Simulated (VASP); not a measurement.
# BeTe6 (R-3) in VASP: a series of runs

BeTe6 is run at these levels: PBE; tasks: relaxation of cell and atoms, single point.

All numbers are computed with VASP 6.6.1; they aren't measurements. Logs are shortened: lines on timing, memory, paths and dates and some standing lists are left out, and cuts for length are marked.

## (1) The cell of the first run

It takes space group R-3 (No. 148, trigonal). The conventional cell has a = 7.533 Å, b = 7.533 Å, c = 13.543 Å, α = 90.00°, β = 90.00°, γ = 120.00°. Be (site symmetry -3) has 6 Te at 2.55 Å within 3.4 Å. Te (site symmetry 1) has 1 Be at 2.55 Å and 5 Te at 2.88 to 3.38 Å within 3.4 Å.

## (2) Relaxation of cell and atoms, PBE

INCAR

```
PREC = Accurate ; ENCUT = 600
EDIFF = 1E-6 ; ISMEAR = 0
SIGMA = 0.01 ; LREAL = F
LASPH = T ; NELM = 60
ALGO = Normal ; ISIF = 3
LWAVE = F ; LCHARG = F
GGA = PE ; IBRION = 2
NSW = 100 ; EDIFFG = -0.01
```

KPOINTS

```
regular mesh
0
Gamma
  6 6 6
```

POSCAR

```
BeTe6
1.0
    3.7666590867      2.1746816377      4.5144641427
   -3.7666590867      2.1746816377      4.5144641427
    0.0000000000     -4.3493632753      4.5144641427
Be Te
1 6
Direct
    0.0000000000      0.0000000000      0.0000000000
    0.8087315737      0.3919779852      0.0834647893
    0.1912684263      0.6080220148      0.9165352107
    0.3919779852      0.0834647893      0.8087315737
    0.0834647893      0.8087315737      0.3919779852
    0.6080220148      0.9165352107      0.1912684263
    0.9165352107      0.1912684263      0.6080220148
```

Potentials or basis: VASP PAW PBE potentials, release 64 (Be, Te).

Run with:

```console
> cat potpaw_PBE.64/Be/POTCAR potpaw_PBE.64/Te/POTCAR > POTCAR
> mpirun -np 1 vasp_std > vasp.out
```

OUTCAR:

```text
PREC = Accurate
   ENCUT = 600
   EDIFF = 1E-6
   ISMEAR = 0
   LREAL = F
   LASPH = T
   NELM = 60
   ISIF = 3
   GGA = PE
   IBRION = 2
   NSW = 100
   EDIFFG = -0.01

 ion  position               nearest neighbor table
   1  0.000  0.000  0.000-   2 2.55   3 2.55   5 2.55   7 2.55   6 2.55   4 2.55
   2  0.809  0.392  0.083-   1 2.55   3 2.88   6 3.36   7 3.36   7 3.38   6 3.38
   3  0.191  0.608  0.917-   1 2.55   2 2.88   4 3.36   5 3.36   5 3.38   4 3.38
   4  0.392  0.083  0.809-   1 2.55   6 2.88   3 3.36   7 3.36   7 3.38   3 3.38
   5  0.083  0.809  0.392-   1 2.55   7 2.88   3 3.36   6 3.36   3 3.38   6 3.38
   6  0.608  0.917  0.191-   1 2.55   4 2.88   2 3.36   5 3.36   5 3.38   2 3.38
   7  0.917  0.191  0.608-   1 2.55   5 2.88   2 3.36   4 3.36   2 3.38   4 3.38

  LATTYP: Found a trigonal (rhomboedric) cell.
 ALAT       =     6.2687596378
 COS(alpha) =     0.2779298545

  Lattice vectors:

 A1 = (   3.7666590867,   2.1746816377,   4.5144641427)
 A2 = (  -3.7666590867,   2.1746816377,   4.5144641427)
 A3 = (   0.0000000000,  -4.3493632753,   4.5144641427)

Analysis of symmetry for initial positions (statically):
=====================================================================
 Subroutine PRICEL returns:
 Original cell was already a primitive cell.

 Routine SETGRP: Setting up the symmetry group for a
 trigonal (rhombohedral) supercell.

 Subroutine GETGRP returns: Found  6 space group operations
 (whereof  6 operations were pure point group operations)
 out of a pool of 12 trial point group operations.

The static configuration has the point symmetry S_6 .

Analysis of symmetry for dynamics (positions and initial velocities):
=====================================================================
 Subroutine PRICEL returns:
 Original cell was already a primitive cell.

 Routine SETGRP: Setting up the symmetry group for a
 trigonal (rhombohedral) supercell.

 Subroutine GETGRP returns: Found  6 space group operations
 (whereof  6 operations were pure point group operations)
 out of a pool of 12 trial point group operations.

The dynamic configuration has the point symmetry S_6 .

 Subroutine INISYM returns: Found  6 space group operations
 (whereof  6 operations are pure point group operations),
 and found     1 'primitive' translations

----------------------------------------------------------------------------------------

                                     Primitive cell

  volume of cell :     221.8756

  direct lattice vectors                    reciprocal lattice vectors
     3.766659087  2.174681638  4.514464143     0.132743630  0.076639570  0.073836744
    -3.766659087  2.174681638  4.514464143    -0.132743630  0.076639570  0.073836744
     0.000000000 -4.349363275  4.514464143     0.000000000 -0.153279141  0.073836744

  length of vectors
     6.268759638  6.268759638  6.268759638     0.170136298  0.170136298  0.170136298

  position of ions in fractional coordinates (direct lattice)
     0.000000000  0.000000000  0.000000000
     0.808731574  0.391977985  0.083464789
     0.191268426  0.608022015  0.916535211
     0.391977985  0.083464789  0.808731574
     0.083464789  0.808731574  0.391977985
     0.608022015  0.916535211  0.191268426
     0.916535211  0.191268426  0.608022015

  ion indices of the primitive-cell ions
   primitive index   ion index
                 1           1
                 2           2
                 3           3
                 4           4
                 5           5
                 6           6
                 7           7

----------------------------------------------------------------------------------------

 KPOINTS: regular mesh

Automatic generation of k-mesh.
 Grid dimensions read from file:
 generate k-points for:    6    6    6

 Generating k-lattice:

  Cartesian coordinates                     Fractional coordinates (reciprocal lattice)
     0.022123938  0.012773262  0.012306124     0.166666667 -0.000000000  0.000000000
    -0.022123938  0.012773262  0.012306124    -0.000000000  0.166666667  0.000000000
     0.000000000 -0.025546523  0.012306124    -0.000000000 -0.000000000  0.166666667

  Length of vectors
     0.028356050  0.028356050  0.028356050

  Shift w.r.t. Gamma in fractional coordinates (k-lattice)
     0.000000000  0.000000000  0.000000000

 Subroutine IBZKPT returns following result:
 ===========================================

 Found     40 irreducible k-points:

 Following reciprocal coordinates:
            Coordinates               Weight
  0.000000  0.000000  0.000000      1.000000
  0.166667  0.000000  0.000000      6.000000
  0.333333  0.000000  0.000000      6.000000
  0.500000  0.000000  0.000000      3.000000
  0.166667  0.166667  0.000000      6.000000
  0.333333  0.166667  0.000000      6.000000
[... 16 lines left out ...]
  0.333333  0.333333  0.166667      6.000000
  0.500000  0.333333  0.166667      6.000000
 [... further k-points ...]
   k-points           NKPTS =     40   k-points in BZ     NKDIM =     40   number of bands    NBANDS=     23
   number of dos      NEDOS =    301   number of ions     NIONS =      7
   total plane-waves  NPLWV = 125000
   dimension x,y,z NGX =    50 NGY =   50 NGZ =   50
   dimension x,y,z NGXF=   100 NGYF=  100 NGZF=  100
   ions per type =               1   6
   NGX,Y,Z   is equivalent  to a cutoff of  13.26, 13.26, 13.26 a.u.
   NGXF,Y,Z  is equivalent  to a cutoff of  26.52, 26.52, 26.52 a.u.
 SYSTEM =  unknown system
   PREC   = accura    normal or accurate (medium, high low for compatibility)
   ISTART =      0    job   : 0-new  1-cont  2-samecut
   ICHARG =      2    charge: 1-file 2-atom 10-const
   ISPIN  =      1    spin polarized calculation?
   LNONCOLLINEAR =      F non collinear calculations
   LSORBIT =      F    spin-orbit coupling
   LASPH  =      T    aspherical Exc in radial PAW
   ENCUT  =  600.0 eV  44.10 Ry    6.64 a.u.  12.52 12.52 12.52*2*pi/ulx,y,z
   NELM   =     60;   NELMIN=  2; NELMDL= -5     # of ELM steps
   EDIFF  = 0.1E-05   stopping-criterion for ELM
   LREAL  =      F    real-space projection
   EDIFFG = -.1E-01   stopping-criterion for IOM
   NSW    =    100    number of steps for IOM
   IBRION =      2    ionic relax: 0-MD 1-quasi-New 2-CG
   NFREE  =      1    steps in history (QN), initial steepest desc. (CG)
   ISIF   =      3    stress and relaxation
   ISYM   =      2    0-nonsym 1-usesym 2-fastsym
   POTIM  = 0.5000    time-step for ionic-motion
   TEBEG  =    0.0;   TEEND  =   0.0 temperature during run
   PSTRESS=    0.0 pullay stress
   NELECT =      38.0000    total number of electrons
   NUPDOWN=      -1.0000    fix difference up-down
   EMIN   =  10.00;   EMAX   =-10.00  energy-range for DOS
   EFERMI =   0.00;   METHOD = LEGACY
   ISMEAR =     0;   SIGMA  =   0.01  broadening in eV -4-tet -1-fermi 0-gaus
   EFERMI_NEDOS =   21; number of points for ismear=-14 and -15
   IALGO  =     38    algorithm
   IMIX   =      4    mixing-type and parameters
     AMIX     =   0.40;   BMIX     =  1.00
     AMIX_MAG =   1.60;   BMIX_MAG =  1.00
  volume/ion in A,a.u.               =      31.70       213.90
  Fermi-wavevector in a.u.,A,eV,Ry     =   0.909144  1.718034 11.245808  0.826544
  Thomas-Fermi vector in A             =   2.033154
   LORBIT       =      0    0 simple, 1 ext, 2 COOP (PROOUT), +10 PAW based schemes
   GGA     = PE    functional components
   LHFCALC =     F    Hartree Fock is set to
   AEXX    =    0.0000 exact exchange contribution
   IVDW    =     0    specifies the selected vdW correction
   LEPSILON=     F    determine dielectric tensor
   LRPA    =     F    only Hartree local field effects (RPA)
 conjugate gradient relaxation of ions
 non-spin polarized calculation
 Gauss-broadening in eV      SIGMA  =   0.01
  energy-cutoff  :      600.00
  volume of cell :      221.88
 maximum number of plane-waves:      7432
   NGX = 25   NGY = 25   NGZ = 25

--------------------------------------- Ionic step        1  -------------------------------------------

 number of electron      37.9999999 magnetization

 Free energy of the ion-electron system (eV)
  ---------------------------------------------------
  ext. energy  EPLUGINS =         0.00000000
  ---------------------------------------------------
  free energy    TOTEN  =       -21.37941390 eV

  energy without entropy =      -21.37928004  energy(sigma->0) =      -21.37934697

------------------------ aborting loop because EDIFF is reached ----------------------------------------

  FORCE on cell =-STRESS in cart. coord.  units (eV):
  Direction    XX          YY          ZZ          XY          YZ          ZX
  --------------------------------------------------------------------------------------
  -------------------------------------------------------------------------------------
  Total        1.4343429      1.4343429     -0.3182885      0.0000008     -0.0000000      0.0000000
  in kB       10.3574799     10.3574799     -2.2983816      0.0000056     -0.0000000      0.0000000
  external PRESSURE =       6.1388594 kB  Pullay stress =       0.0000000 kB
[... 104 lines left out ...]
  FREE ENERGIE OF THE ION-ELECTRON SYSTEM (eV)
  ---------------------------------------------------
  free  energy   TOTEN  =       -21.4091565987 eV

  energy  without entropy=      -21.4088598509  energy(sigma->0) =      -21.40900822

[... ionic steps 4 to 16 ...]

--------------------------------------- Ionic step       17  -------------------------------------------

 number of electron      38.0000000 magnetization

------------------------ aborting loop because EDIFF is reached ----------------------------------------

  FORCE on cell =-STRESS in cart. coord.  units (eV):
  Direction    XX          YY          ZZ          XY          YZ          ZX
  --------------------------------------------------------------------------------------
  -------------------------------------------------------------------------------------
  Total       -0.0245122     -0.0245122      0.0240857      0.0000008      0.0000000      0.0000000
  in kB       -0.1752774     -0.1752774      0.1722277      0.0000059      0.0000000      0.0000000
  external PRESSURE =      -0.0594423 kB  Pullay stress =       0.0000000 kB
[... 67 lines left out ...]
  energy  without entropy=      -21.4550500215  energy(sigma->0) =      -21.45513030

--------------------------------------- Ionic step       19  -------------------------------------------

 number of electron      38.0000000 magnetization

 Free energy of the ion-electron system (eV)
  ---------------------------------------------------
  ext. energy  EPLUGINS =         0.00000000
  ---------------------------------------------------
  free energy    TOTEN  =       -21.45530221 eV

  energy without entropy =      -21.45511315  energy(sigma->0) =      -21.45520768

 E-fermi :   5.0819     XC(G=0):  -8.8339

 val. band max:        5.0757902244   @ k =   0.3333   0.3333   0.1667
 cond. band min:       5.0936859441   @ k =  -0.3333   0.1667  -0.0000
 fundamental gap:      0.0178957197
 Fermi energy:         5.0819430438

 k-point     1 :       0.0000    0.0000    0.0000
  band No.  band energies     occupation
      1      -8.0457      2.00000
      2      -5.9505      2.00000
      3      -5.9505      2.00000
      4      -5.5012      2.00000
      5      -5.5012      2.00000
      6      -3.6914      2.00000
[... 613 lines left out ...]
     22       6.7581      0.00000
     23       6.8630      0.00000

 [... further k-points ...]

------------------------ aborting loop because EDIFF is reached ----------------------------------------

  FORCE on cell =-STRESS in cart. coord.  units (eV):
  Direction    XX          YY          ZZ          XY          YZ          ZX
  --------------------------------------------------------------------------------------
  -------------------------------------------------------------------------------------
  Total       -0.0040819     -0.0040819      0.0465580      0.0000008      0.0000000      0.0000000
  in kB       -0.0292233     -0.0292233      0.3333167      0.0000056      0.0000000      0.0000000
  external PRESSURE =       0.0916234 kB  Pullay stress =       0.0000000 kB
[... 22 lines left out ...]
  FREE ENERGIE OF THE ION-ELECTRON SYSTEM (eV)
  ---------------------------------------------------
  free  energy   TOTEN  =       -21.4553022080 eV

  energy  without entropy=      -21.4551131521  energy(sigma->0) =      -21.45520768

 reached required accuracy - stopping structural energy minimisation
```

Wall time 15 min (1 thread of Intel Xeon 6975P-C (Granite Rapids), shared host); peak memory 0.51 GiB.

What came out:

```yaml
Free_energy: -21.4553 eV
Relaxed_volume: 31.97 Å³/atom
Relaxed_cell: a = 6.242 Å, b = 6.242 Å, c = 6.242 Å, α = 75.68°, β = 75.68°, γ = 75.68°
Space_group_after_relaxing_to_0.05_Å: R-3 (No. 148)
Energy_gained_by_relaxing: 10.8 meV/atom
Ionic_steps: 19
Pressure_after_relaxing: 0.0 GPa
Largest_force_after_relaxing: 0.009 eV/Å
Band_gap_on_the_k_mesh: zero (band 19 reaches 5.42 eV, above the bottom of band 20 at 4.88 eV)
```

Forces on the atoms (eV/Å):
```
Be   0.000  0.000  0.000
Te  -0.004 -0.004 -0.007
Te   0.004  0.004  0.007
Te  -0.001  0.005 -0.007
Te   0.005 -0.002 -0.007
Te   0.001 -0.005  0.007
Te  -0.005  0.002  0.007
```

Step by step:
| step | energy change (eV) | largest force (eV/Å) | pressure (GPa) | volume (Å³) |
| --- | --- | --- | --- | --- |
| 1 | 0.0000 | 0.2451 | 0.61 | 221.88 |
| 2 | -0.0282 | 0.1352 | -0.29 | 225.79 |
| 3 | -0.0297 | 0.1286 | -0.56 | 227.00 |
| 4 | -0.0505 | 0.1189 | -0.25 | 225.23 |
| 5 | -0.0607 | 0.1180 | 0.25 | 222.66 |
| 6 | -0.0609 | 0.1180 | 0.20 | 222.91 |
| 7 | -0.0667 | 0.0850 | 0.01 | 223.79 |
| 8 | -0.0684 | 0.0738 | -0.15 | 224.57 |
| 9 | -0.0721 | 0.0245 | 0.12 | 223.53 |
| 10 | -0.0722 | 0.0273 | 0.17 | 223.34 |
| 11 | -0.0740 | 0.0445 | -0.06 | 224.53 |
| 12 | -0.0740 | 0.0448 | -0.05 | 224.55 |
| 13 | -0.0749 | 0.0323 | -0.01 | 224.35 |
| 14 | -0.0754 | 0.0277 | 0.04 | 224.12 |
| 15 | -0.0756 | 0.0043 | -0.09 | 224.62 |
| 16 | -0.0757 | 0.0091 | -0.05 | 224.47 |
| 17 | -0.0758 | 0.0112 | -0.01 | 224.06 |
| 18 | -0.0758 | 0.0121 | -0.01 | 224.02 |
| 19 | -0.0759 | 0.0093 | 0.01 | 223.79 |

Final structure:
```yaml
crystal:
  lattice:
    - [3.82935, 2.21087, 4.40563]
    - [-3.82935, 2.21087, 4.40563]
    - [0.00000, -4.42175, 4.40563]
  atoms:
    - { symbol: Be, position: [0.00000, 0.00000, 0.00000] }
    - { symbol: Te, position: [0.80433, 0.39809, 0.07146] }
    - { symbol: Te, position: [0.19567, 0.60191, 0.92854] }
    - { symbol: Te, position: [0.39809, 0.07146, 0.80433] }
    - { symbol: Te, position: [0.07146, 0.80433, 0.39809] }
    - { symbol: Te, position: [0.60191, 0.92854, 0.19567] }
    - { symbol: Te, position: [0.92854, 0.19567, 0.60191] }
```

Caveat: spin-orbit coupling is left out, which moves the levels of the heavy elements.

## (3) Single point, PBE

INCAR

```
SYSTEM = BeTe6
PREC = Accurate
ENCUT = 520
EDIFF = 1E-7
ISMEAR = 0
SIGMA = 0.2
LREAL = .FALSE.
LASPH = .TRUE.
NELM = 80
ALGO = Normal
ISIF = 2
LWAVE = .FALSE.
LCHARG = .FALSE.
GGA = PE
NBANDS = 28
```

KPOINTS

```
Automatic mesh
0
G
  3 3 3
  0 0 0
```

POSCAR is that of step 2.

Potentials or basis: VASP PAW PBE potentials, release 64 (Be, Te).

Run with:

```console
> cat potpaw_PBE.64/Be/POTCAR potpaw_PBE.64/Te/POTCAR > POTCAR
> mpirun -np 1 vasp_std > vasp.out
```

Wall time 28 s (1 thread of AMD EPYC 9R45 (Zen 5), shared host); peak memory 0.28 GiB.

The run converged. Its results:

```
Free energy            : -21.7506 eV
Pressure               : 0.3 GPa
Largest force          : 0.028 eV/Å
Band gap on the k mesh : 0.20 eV, indirect (least direct gap 0.41 eV)
```

Forces on the atoms (eV/Å):
```
Be   0.000  0.000  0.000
Te   0.017  0.021 -0.007
Te  -0.017 -0.021  0.007
Te   0.010 -0.025 -0.007
Te  -0.027  0.004 -0.007
Te  -0.010  0.025  0.007
Te   0.027 -0.004  0.007
```

Stress tensor (GPa, compression positive):
```
 0.52  0.00  0.00
 0.00  0.52  0.00
 0.00  0.00 -0.08
```

Levels at points of the mesh, in eV from the valence-band top:
```csv
k point,band 15,band 16,band 17,band 18,band 19,band 20,band 21,band 22,band 23,band 24
"(0.00, 0.00, 0.00)",-1.29,-1.18,-0.93,-0.19,-0.19,1.73,1.73,2.10,2.53,2.53
```

Caveat: spin-orbit coupling is left out, which moves the levels of the heavy elements. A k mesh can miss the band edges.

## (4) Single point, PBE

This run uses another cell than the first one, of 31.78 Å³/atom, 1.003 times its volume.

INCAR

```
SYSTEM = BeTe6
ALGO     = Normal         ! electronic algorithm
EDIFF    = 1E-7           ! SCF threshold, eV
ENCUT    = 520            ! plane-wave cutoff, eV
GGA      = PE             ! functional
ISIF     = 2              ! what is computed and relaxed
ISMEAR   = 0              ! smearing method
LASPH    = .TRUE.         ! aspherical terms in the spheres
LCHARG   = .TRUE.         ! write CHGCAR
LELF     = .TRUE.         ! ELF
LREAL    = .FALSE.        ! projectors in reciprocal space
LVHAR    = .TRUE.       
LWAVE    = .FALSE.        ! write WAVECAR
NBANDS   = 28             ! bands
NELM     = 100            ! most SCF steps
PREC     = Accurate       ! precision mode
SIGMA    = 0.01           ! smearing width, eV
```

KPOINTS

```
k-points
0
G
  6 6 6
  0 0 0
```

POSCAR

```
BeTe6
1.0
    3.8101061640      2.1997658194      4.4237859232
   -3.8101061640      2.1997658194      4.4237859232
    0.0000000000     -4.3995316388      4.4237859232
Be Te
1 6
Direct
    0.0000000000      0.0000000000      0.0000000000
    0.8028658634      0.3992798065      0.0710620038
    0.1971341366      0.6007201935      0.9289379962
    0.3992798065      0.0710620038      0.8028658634
    0.0710620038      0.8028658634      0.3992798065
    0.6007201935      0.9289379962      0.1971341366
    0.9289379962      0.1971341366      0.6007201935
```

Run with:

```console
> cat potpaw_PBE.64/Be/POTCAR potpaw_PBE.64/Te/POTCAR > POTCAR
> mpirun -np 1 vasp_std > vasp.out
```

Wall time 3 min (1 thread of AMD EPYC 9R45 (Zen 5), shared host); peak memory 0.4 GiB.

It converged, with:

* Free energy: -21.4555 eV
* Pressure: 0.0 GPa
* Largest force: 0.007 eV/Å
* Band gap on the k mesh: zero (band 19 reaches 5.48 eV, above the bottom of band 20 at 4.94 eV)

Forces on the atoms (eV/Å):
```
Be   0.000  0.000  0.000
Te  -0.001 -0.005 -0.005
Te   0.001  0.005  0.005
Te  -0.003  0.004 -0.005
Te   0.005  0.001 -0.005
Te   0.003 -0.004  0.005
Te  -0.005 -0.001  0.005
```

Levels at points of the mesh, in eV from the Fermi level:
| k point | band 16 | band 17 | band 18 | band 19 | band 20 | band 21 | band 22 | band 23 |
| --- | --- | --- | --- | --- | --- | --- | --- | --- |
| (0.00, 0.00, 0.00) | -1.47 | -0.99 | -0.47 | -0.47 | 1.64 | 1.64 | 2.41 | 2.57 |
| (0.50, 0.00, 0.00) | -1.28 | -1.00 | -0.77 | -0.68 | 0.20 | 0.91 | 1.59 | 1.89 |
| (0.50, 0.50, 0.00) | -1.41 | -0.83 | -0.46 | -0.37 | -0.18 | 0.54 | 1.81 | 1.97 |
| (0.50, 0.50, 0.50) | -1.14 | -0.86 | -0.49 | -0.49 | 0.16 | 0.16 | 1.16 | 1.52 |

Caveat: spin-orbit coupling is left out, which moves the levels of the heavy elements.

## (5) Overview

| task | cell | k mesh | cutoff (eV) | smearing | gap on the mesh (eV) | pressure (GPa) | largest force (eV/Å) |
| --- | --- | --- | --- | --- | --- | --- | --- |
| relaxation of cell and atoms | relaxed from a = 6.269 Å, angles 73.9°, 7 atoms | 6 × 6 × 6 | 600 | gaussian 0.01 eV | none | 0.0 | 0.01 |
| single point | a = 6.269 Å, angles 73.9°, 7 atoms | 3 × 3 × 3 | 520 | gaussian 0.2 eV | 0.20 | 0.3 | 0.03 |
| single point | a = 6.239 Å, angles 75.3°, 7 atoms | 6 × 6 × 6 | 520 | gaussian 0.01 eV | none | 0.0 | 0.01 |

Alike in all rows: level PBE; potentials or basis VASP PAW PBE potentials, release 64 (Be, Te); no spin polarisation.

Caveats: spin-orbit coupling is left out, which moves the levels of the heavy elements.

Total energies depend on the potentials used, so only differences within one code and one set of settings carry meaning.
